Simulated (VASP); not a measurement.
# Pt (Fm-3m) in VASP: a series of runs

The runs below take Pt through single point, relaxation of cell and atoms, with PBE.

Program: VASP 6.6.1. These are calculated values, not measurements. Logs are shortened: lines on timing, memory, paths and dates and some standing lists are left out, and cuts for length are marked.

### Step 1. The cell of the first run

The structure is cubic, space group Fm-3m (No. 225). The conventional cell has a = 3.970 Å, b = 3.970 Å, c = 3.970 Å, α = 90.00°, β = 90.00°, γ = 90.00°. Within 3.7 Å of Pt (site symmetry m-3m) lie 12 Pt at 2.81 Å.

### Step 2. Single point, PBE

Input file INCAR:

```
PREC = Accurate ; ENCUT = 520
EDIFF = 1E-6 ; ISMEAR = 0
SIGMA = 0.1 ; LREAL = F
LASPH = T ; NELM = 80
ALGO = Normal ; ISIF = 2
LWAVE = F ; LCHARG = T
GGA = PE ; LELF = T
LVHAR = T ; NBANDS = 11
```

Input file KPOINTS:

```
regular mesh
0
Gamma
  18 18 18
```

Input file POSCAR:

```
Pt
1.0
    0.0000000000      1.9850543733      1.9850543733
    1.9850543733      0.0000000000      1.9850543733
    1.9850543733      1.9850543733      0.0000000000
Pt
1
Direct
    0.0000000000      0.0000000000      0.0000000000
```

Potentials or basis: VASP PAW PBE potentials, release 64 (Pt).

Started as:

```
cat potpaw_PBE.64/Pt/POTCAR > POTCAR
mpirun -np 1 vasp_std > vasp.out
```

OUTCAR:

```text
PREC = Accurate
   ENCUT = 520
   EDIFF = 1E-6
   ISMEAR = 0
   LREAL = F
   LASPH = T
   NELM = 80
   ISIF = 2
   GGA = PE

 ion  position               nearest neighbor table
   1  0.000  0.000  0.000-

  LATTYP: Found a face centered cubic cell.
 ALAT       =     3.9701087466

  Lattice vectors:

 A1 = (   0.0000000000,   1.9850543733,   1.9850543733)
 A2 = (   1.9850543733,   0.0000000000,   1.9850543733)
 A3 = (   1.9850543733,   1.9850543733,   0.0000000000)

Analysis of symmetry for initial positions (statically):
=====================================================================
 Subroutine PRICEL returns:
 Original cell was already a primitive cell.

 Routine SETGRP: Setting up the symmetry group for a
 face centered cubic supercell.

 Subroutine GETGRP returns: Found 48 space group operations
 (whereof 48 operations were pure point group operations)
 out of a pool of 48 trial point group operations.

The static configuration has the point symmetry O_h .

Analysis of symmetry for dynamics (positions and initial velocities):
=====================================================================
 Subroutine PRICEL returns:
 Original cell was already a primitive cell.

 Routine SETGRP: Setting up the symmetry group for a
 face centered cubic supercell.

 Subroutine GETGRP returns: Found 48 space group operations
 (whereof 48 operations were pure point group operations)
 out of a pool of 48 trial point group operations.

The dynamic configuration has the point symmetry O_h .

 Subroutine INISYM returns: Found 48 space group operations
 (whereof 48 operations are pure point group operations),
 and found     1 'primitive' translations

----------------------------------------------------------------------------------------

                                     Primitive cell

  volume of cell :      15.6440

  direct lattice vectors                    reciprocal lattice vectors
     0.000000000  1.985054373  1.985054373    -0.251882269  0.251882269  0.251882269
     1.985054373  0.000000000  1.985054373     0.251882269 -0.251882269  0.251882269
     1.985054373  1.985054373  0.000000000     0.251882269  0.251882269 -0.251882269

  length of vectors
     2.807290817  2.807290817  2.807290817     0.436272888  0.436272888  0.436272888

  position of ions in fractional coordinates (direct lattice)
     0.000000000  0.000000000  0.000000000

  ion indices of the primitive-cell ions
[... 74 lines left out ...]
   EDIFF  = 0.1E-05   stopping-criterion for ELM
   LREAL  =      F    real-space projection
   EDIFFG = 0.1E-04   stopping-criterion for IOM
   NSW    =      0    number of steps for IOM
   IBRION =     -1    ionic relax: 0-MD 1-quasi-New 2-CG
   NFREE  =      0    steps in history (QN), initial steepest desc. (CG)
   ISIF   =      2    stress and relaxation
   ISYM   =      2    0-nonsym 1-usesym 2-fastsym
   POTIM  = 0.5000    time-step for ionic-motion
   TEBEG  =    0.0;   TEEND  =   0.0 temperature during run
   PSTRESS=    0.0 pullay stress
   NELECT =      10.0000    total number of electrons
   NUPDOWN=      -1.0000    fix difference up-down
   EMIN   =  10.00;   EMAX   =-10.00  energy-range for DOS
   EFERMI =   0.00;   METHOD = LEGACY
   ISMEAR =     0;   SIGMA  =   0.10  broadening in eV -4-tet -1-fermi 0-gaus
   EFERMI_NEDOS =   21; number of points for ismear=-14 and -15
   IALGO  =     38    algorithm
   IMIX   =      4    mixing-type and parameters
     AMIX     =   0.40;   BMIX     =  1.00
     AMIX_MAG =   1.60;   BMIX_MAG =  1.00
  volume/ion in A,a.u.               =      15.64       105.57
  Fermi-wavevector in a.u.,A,eV,Ry     =   1.410238  2.664963 27.058877  1.988771
  Thomas-Fermi vector in A             =   2.532212
   LORBIT       =      0    0 simple, 1 ext, 2 COOP (PROOUT), +10 PAW based schemes
   GGA     = PE    functional components
   LHFCALC =     F    Hartree Fock is set to
   AEXX    =    0.0000 exact exchange contribution
   IVDW    =     0    specifies the selected vdW correction
   LEPSILON=     F    determine dielectric tensor
   LRPA    =     F    only Hartree local field effects (RPA)
 non-spin polarized calculation
 Gauss-broadening in eV      SIGMA  =   0.10
  energy-cutoff  :      520.00
  volume of cell :       15.64
 maximum number of plane-waves:       444
 NGX is ok and might be reduce to    24
   NGX = 11   NGY = 11   NGZ = 11

 number of electron      10.0000002 magnetization

 Free energy of the ion-electron system (eV)
  ---------------------------------------------------
  ext. energy  EPLUGINS =         0.00000000
  ---------------------------------------------------
  free energy    TOTEN  =        -6.10004672 eV

  energy without entropy =       -6.08877198  energy(sigma->0) =       -6.09440935

 E-fermi :  10.5734     XC(G=0): -13.2715

 val. band max:       10.5731007505   @ k =  -0.3333   0.3889   0.1111
 cond. band min:      10.5840204512   @ k =   0.4444   0.1111   0.0000
 fundamental gap:      0.0109197007
 Fermi energy:        10.5734351203

 k-point     1 :       0.0000    0.0000    0.0000
  band No.  band energies     occupation
      1       0.7636      2.00000
      2       7.0036      2.00000
      3       7.0036      2.00000
      4       7.0036      2.00000
      5       9.0314      2.00000
      6       9.0314      2.00000
      7      25.3094      0.00000
      8      30.0687      0.00000
      9      30.0687      0.00000
     10      30.0687      0.00000
     11      35.2808      0.00000
[... 309 lines left out ...]
 k-point    24 :      -0.2222    0.0556    0.0000
  band No.  band energies     occupation
      1       2.7504      2.00000
      2       6.5430      2.00000
      3       7.3760      2.00000
      4       7.4395      2.00000
      5       8.8561      2.00000
      6       9.4944      2.00000
      7      24.0523      0.00000
      8      27.0416      0.00000
      9      31.2552      0.00000
     10      32.7696      0.00000
     11      33.9728      0.00000

 [... further k-points ...]
[... 5 lines left out ...]
  --------------------------------------------------------------------------------------
  -------------------------------------------------------------------------------------
  Total       -0.0477701     -0.0477701     -0.0477701     -0.0000000     -0.0000000      0.0000000
  in kB       -4.8923731     -4.8923731     -4.8923731     -0.0000000     -0.0000000      0.0000000
  external PRESSURE =      -4.8923731 kB  Pullay stress =       0.0000000 kB

 VOLUME and BASIS-vectors are now :
 -----------------------------------------------------------------------------
  energy-cutoff  :      520.00
  volume of cell :       15.64
      direct lattice vectors                 reciprocal lattice vectors
     0.000000000  1.985054373  1.985054373    -0.251882269  0.251882269  0.251882269
     1.985054373  0.000000000  1.985054373     0.251882269 -0.251882269  0.251882269
     1.985054373  1.985054373  0.000000000     0.251882269  0.251882269 -0.251882269

 POSITION                                       TOTAL-FORCE (eV/Angst)
 -----------------------------------------------------------------------------------
      0.00000      0.00000      0.00000         0.000000      0.000000      0.000000
 -----------------------------------------------------------------------------------
    total drift:                               -0.000000      0.000000      0.000000

  FREE ENERGIE OF THE ION-ELECTRON SYSTEM (eV)
  ---------------------------------------------------
  free  energy   TOTEN  =        -6.1000467234 eV

  energy  without entropy=       -6.0887719836  energy(sigma->0) =       -6.09440935
```

Wall time 29 s (1 thread of AMD EPYC 7R13 (Zen 3), shared host); peak memory 0.14 GiB.

Results:

```yaml
Free_energy: -6.1000 eV
Pressure: -0.5 GPa
Band_gap_on_the_k_mesh: zero (band 5 reaches 11.03 eV, above the bottom of band 6 at 8.94 eV)
```

Levels at points of the mesh, in eV from the Fermi level:
| k point | band 2 | band 3 | band 4 | band 5 | band 6 | band 7 | band 8 | band 9 |
| --- | --- | --- | --- | --- | --- | --- | --- | --- |
| (0.00, 0.00, 0.00) | -3.57 | -3.57 | -3.57 | -1.54 | -1.54 | 14.74 | 19.50 | 19.50 |
| (0.50, 0.00, 0.00) | -3.63 | -3.63 | -0.32 | 0.03 | 0.03 | 5.56 | 14.29 | 18.73 |
| (0.50, 0.50, 0.00) | -6.25 | -0.01 | 0.45 | 0.45 | 1.85 | 8.49 | 11.28 | 11.28 |

Caveat: spin-orbit coupling is left out, which moves the levels of the heavy elements.

### Step 3. Relaxation of cell and atoms, PBE

Input file INCAR:

```
SYSTEM = Pt
  PREC = Accurate
  ENCUT = 600
  EDIFF = 1E-7
  ISMEAR = 0
  SIGMA = 0.1
  LREAL = .False.
  LASPH = .True.
  NELM = 60
  ALGO = Normal
  ISIF = 3
  LWAVE = .False.
  LCHARG = .False.
  GGA = PE
  IBRION = 2
  NSW = 100
  EDIFFG = -0.005
```

Input file KPOINTS:

```
regular mesh
0
Gamma
  18 18 18
  0 0 0
```

Input file POSCAR:

```
Pt
1.0
    0.0000000000      1.9837944849      1.9837944849
    1.9837944849      0.0000000000      1.9837944849
    1.9837944849      1.9837944849      0.0000000000
Pt
1
Direct
    0.0000000000      0.0000000000      0.0000000000
```

Potentials or basis: VASP PAW PBE potentials, release 64 (Pt).

Started as:

```
cat potpaw_PBE.64/Pt/POTCAR > POTCAR
mpirun -np 1 vasp_std > vasp.out
```

It took 45 s on 1 thread of AMD EPYC 7R13 (Zen 3), shared host; peak memory 0.14 GiB.

It converged, with:

```yaml
Free_energy: -6.1002 eV
Relaxed_volume: 15.62 Å³/atom
Relaxed_cell: a = 2.806 Å, b = 2.806 Å, c = 2.806 Å, α = 60.00°, β = 60.00°, γ = 60.00°
Space_group_after_relaxing_to_0.05_Å: Fm-3m (No. 225)
Energy_gained_by_relaxing: 0.0 meV/atom
Ionic_steps: 3
Pressure_after_relaxing: 0.0 GPa
Band_gap_on_the_k_mesh: zero (band 5 reaches 11.06 eV, above the bottom of band 6 at 8.96 eV)
```

Final structure:
```xyz
1
Lattice="0.0000 1.9839 1.9839 1.9839 0.0000 1.9839 1.9839 1.9839 0.0000" Properties=species:S:1:pos:R:3 pbc="T T T"
Pt    0.0000    0.0000    0.0000
```

Levels at points of the mesh, in eV from the Fermi level:
```
           k point  band 2  band 3  band 4  band 5  band 6  band 7  band 8  band 9
(0.00, 0.00, 0.00)   -3.58   -3.58   -3.58   -1.55   -1.55   14.73   19.50   19.50
(0.50, 0.00, 0.00)   -3.64   -3.64   -0.33    0.03    0.03    5.58   14.29   18.74
(0.50, 0.50, 0.00)   -6.26    0.00    0.45    0.45    1.85    8.51   11.28   11.28
```

Caveat: spin-orbit coupling is left out, which moves the levels of the heavy elements.

[end of part 1 of 3]
